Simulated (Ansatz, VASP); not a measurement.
**Cu in VASP and in Ansatz**

INCAR

```
PREC = Accurate
ENCUT = 520
EDIFF = 1E-8
ISMEAR = -1
SIGMA = 0.03
LREAL = F
LASPH = T
NELM = 80
ALGO = Normal
ISIF = 2
LWAVE = F
LCHARG = F
GGA = PS
LEFG = T
NBANDS = 12
```

Contents of KPOINTS:

```
Automatic mesh
0
Gamma
  17 17 17
```

POSCAR

```
Cu
1.0
    0.0000000000      1.8135050275      1.8135050275
    1.8135050275      0.0000000000      1.8135050275
    1.8135050275      1.8135050275      0.0000000000
Cu
1
Direct
    0.0000000000      0.0000000000      0.0000000000
```

Input for Ansatz:

```yaml
crystal:
  lattice:
    - [0.0, 1.8135050275, 1.8135050275]
    - [1.8135050275, 0.0, 1.8135050275]
    - [1.8135050275, 1.8135050275, 0.0]
  atoms:
    - { symbol: Cu, position: [0.0, 0.0, 0.0] }
kpoints:
  mp_grid: { grid: [17, 17, 17] }
scf:
  occupations: { method: fermi_dirac, width: 0.03 }
hamiltonian:
  xc: pbesol
  pseudopotentials: { kind: all_electron, datasets: crystal }
output:
  forces: true
  stress: true
  eigenvalues: true
  efg: { contact_densities: true }
```

Change from the starting cell: volume scaled by 1.01, crystal datasets.

Alike in both runs: task electric field gradients; functional PBEsol; k mesh 17 × 17 × 17; occupations fermi-dirac, width 0.03 eV; no spin polarisation.

|  | VASP | Ansatz |
| --- | --- | --- |
| version | VASP 6.6.1 | Ansatz 0.2.0 |
| potentials or method | VASP PAW PBE potentials, release 64 (Cu), cutoff 520 eV | all-electron PAW with datasets made for the crystal, scalar-relativistic |

Ansatz gave:

```
pressure (GPa) : -8.0
```

Question: What did VASP give for the same quantities?

Answer: Pressure (GPa): -7.3.

VASP's potentials were made for PBE, not for PBEsol. Ansatz ran all-electron here, and VASP with PAW potentials.
